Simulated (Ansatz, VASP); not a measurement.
# One calculation of InB3, two programs

```
CELL_PARAMETERS angstrom
6.25629 0.00000 0.00000
-3.12815 5.41811 0.00000
0.00000 0.00000 3.07194
ATOMIC_POSITIONS crystal
In 0.33333 0.66667 0.25000
In 0.66667 0.33333 0.75000
B 0.90175 0.80351 0.25000
B 0.09825 0.90175 0.75000
B 0.19649 0.09825 0.25000
B 0.09825 0.19649 0.75000
B 0.90175 0.09825 0.25000
B 0.80351 0.90175 0.75000
```

Alike in both runs: functional PBE; k mesh 6 × 6 × 4; occupations gaussian, width 0.1 eV; no spin polarisation.

Ansatz relaxed the structure, and its values are those at the end. VASP's run is a single point on that final structure, the one shown.

|  | VASP | Ansatz |
| --- | --- | --- |
| version | VASP 6.6.1 | Ansatz 0.2.0 |
| potentials or method | VASP PAW PBE potentials, release 64 (In_d, B), cutoff 520 eV | scalar-relativistic, plane waves, PAW |
| valence electrons in the cell | 44 | 44 |

|  | VASP | Ansatz | Ansatz less VASP |
| --- | --- | --- | --- |
| gap on the k mesh at the Fermi level (eV) | none | none | - |
| pressure (GPa) | -0.1 | -0.1 | 0.00 |
| rms of the force components (eV/Å) | 0.001 | 0.004 | +0.0036 |

A gap of «none» marks a metal or a gap that the smearing closes.

The k mesh is coarse, so the values compare programs but aren't converged.
